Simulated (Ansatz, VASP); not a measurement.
BaTiO3: VASP beside Ansatz

File INCAR:

```
SYSTEM = BaTiO3
  PREC = Accurate
  ENCUT = 520
  EDIFF = 1E-8
  ISMEAR = -1
  SIGMA = 0.03
  LREAL = .FALSE.
  LASPH = .TRUE.
  NELM = 60
  ALGO = Normal
  ISIF = 2
  LWAVE = .FALSE.
  LCHARG = .FALSE.
  GGA = PS
  LEFG = .TRUE.
  NBANDS = 28
```

File KPOINTS:

```
Automatic mesh
0
G
  7 7 7
  0 0 0
```

POSCAR

```
BaTiO3
1.0
    3.9864226426      0.0000000000      0.0000000000
    0.0000000000      3.9864226426      0.0000000000
    0.0000000000      0.0000000000      4.0045617725
Ba Ti O
1 1 3
Direct
    0.0000000000      0.0000000000      0.0000000000
    0.5000000000      0.5000000000      0.5000000000
    0.5000000000      0.5000000000      0.0000000000
    0.5000000000      0.0000000000      0.5000000000
    0.0000000000      0.5000000000      0.5000000000
```

Input for Ansatz:

```yaml
crystal:
  lattice:
    - [3.9864226426, 0.0, 0.0]
    - [0.0, 3.9864226426, 0.0]
    - [0.0, 0.0, 4.0045617725]
  atoms:
    - { symbol: Ba, position: [0.0, 0.0, 0.0] }
    - { symbol: Ti, position: [0.5, 0.5, 0.5] }
    - { symbol: O, position: [0.5, 0.5, 0.0] }
    - { symbol: O, position: [0.5, 0.0, 0.5] }
    - { symbol: O, position: [0.0, 0.5, 0.5] }
kpoints:
  mp_grid: { grid: [7, 7, 7] }
scf:
  occupations: { method: fermi_dirac, width: 0.03 }
hamiltonian:
  xc: pbesol
  pseudopotentials: { kind: all_electron, datasets: crystal }
output:
  forces: true
  stress: true
  eigenvalues: true
  efg: { contact_densities: true }
```

Change from the starting cell: volume scaled by 0.99, crystal datasets.

Alike in both runs: task electric field gradients; functional PBEsol; k mesh 7 × 7 × 7; occupations fermi-dirac, width 0.03 eV; no spin polarisation.

|  | VASP | Ansatz |
| --- | --- | --- |
| version | VASP 6.6.1 | Ansatz 0.2.0 |
| potentials or method | VASP PAW PBE potentials, release 64 (Ba_sv, Ti_sv, O), cutoff 520 eV | all-electron PAW with datasets made for the crystal, scalar-relativistic |

VASP gave:

| Property | Result |
| --- | --- |
| gap on the k mesh at the Fermi level (eV) | 1.77 |
| pressure (GPa) | -1.1 |
| traceless stress, the component that is largest in VASP (GPa) | -0.60 |
| size of Vzz on the site where it differs most (V/Å²) | 0.8 |

Q: Which values does Ansatz return?

A: gap on the k mesh at the Fermi level (eV): 1.84; pressure (GPa): -2.9; traceless stress, the component that is largest in VASP (GPa): -0.58; size of Vzz on the site where it differs most (V/Å²): 0.7.

VASP's potentials were made for PBE, not for PBEsol. Ansatz ran all-electron here, and VASP with PAW potentials.

Neither program's run includes spin-orbit coupling.
